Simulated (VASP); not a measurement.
Write the native input for VASP 6.6.1 that does the following.

* Task: relaxation of the atoms
* Functional: PBEsol
* Potentials or basis: VASP PAW PBE potentials, release 64 (Si, Ge_d)
* Cutoff: 520 eV
* k mesh: 2 × 2 × 2
* Occupations: fermi-dirac, width 0.05 eV
* Spin: no spin polarisation
* Dipole correction: no
* Further INCAR settings: LREAL = Auto; ALGO = Normal; EDIFF = 1e-07; IBRION = 2; EDIFFG = -0.03; NSW = 80

The structure of Si16Ge (a cell with a defect) lies in POSCAR:

```
Si16Ge
1.0
    0.0000000000      5.4300000000      5.4300000000
    5.4300000000      0.0000000000      5.4300000000
    5.4300000000      5.4300000000      0.0000000000
Si Ge
16 1
Direct
    0.0000000000      0.0000000000      0.0000000000
    0.1250000000      0.1250000000      0.1250000000
    0.0000000000      0.0000000000      0.5000000000
    0.1250000000      0.1250000000      0.6250000000
    0.0000000000      0.5000000000      0.0000000000
    0.1250000000      0.6250000000      0.1250000000
    0.0000000000      0.5000000000      0.5000000000
    0.1250000000      0.6250000000      0.6250000000
    0.5000000000      0.0000000000      0.0000000000
    0.6250000000      0.1250000000      0.1250000000
    0.5000000000      0.0000000000      0.5000000000
    0.6250000000      0.1250000000      0.6250000000
    0.5000000000      0.5000000000      0.0000000000
    0.6250000000      0.6250000000      0.1250000000
    0.5000000000      0.5000000000      0.5000000000
    0.6250000000      0.6250000000      0.6250000000
    0.8695754000      0.3864549000      0.3703367000
```

The input as run:

INCAR

```
SYSTEM = Si16Ge
PREC = Accurate ; ENCUT = 520
EDIFF = 1E-7 ; ISMEAR = -1
SIGMA = 0.05 ; LREAL = Auto
LASPH = .True. ; NELM = 100
ALGO = Normal ; ISIF = 2
LWAVE = .False. ; LCHARG = .False.
GGA = PS ; IBRION = 2
NSW = 80 ; EDIFFG = -0.03
```

KPOINTS

```
regular mesh
0
Gamma
  2 2 2
  0 0 0
```

Potentials or basis: VASP PAW PBE potentials, release 64 (Si, Ge_d).

Run with:

```bash
$ cat potpaw_PBE.64/Si/POTCAR potpaw_PBE.64/Ge_d/POTCAR > POTCAR
$ mpirun -np 1 vasp_std > vasp.out
```

Results of the run:

```yaml
Energy_gained_by_relaxing: 19.9 meV/atom
Ionic_steps: 8
Pressure_after_relaxing: 4.8 GPa
Largest_force_after_relaxing: 0.026 eV/Å
Band_gap_on_the_k_mesh: zero (bands 39 and 40 overlap by 0.31 eV)
```

Caveat: the k points lie up to 0.50 Å⁻¹ apart; the PAW data sets were made with another functional, which shifts forces and pressure a little.

Run time: 27 min on 1 thread of Oxide Virtual Turin-like Processor (shared host), peak memory 0.52 GiB.
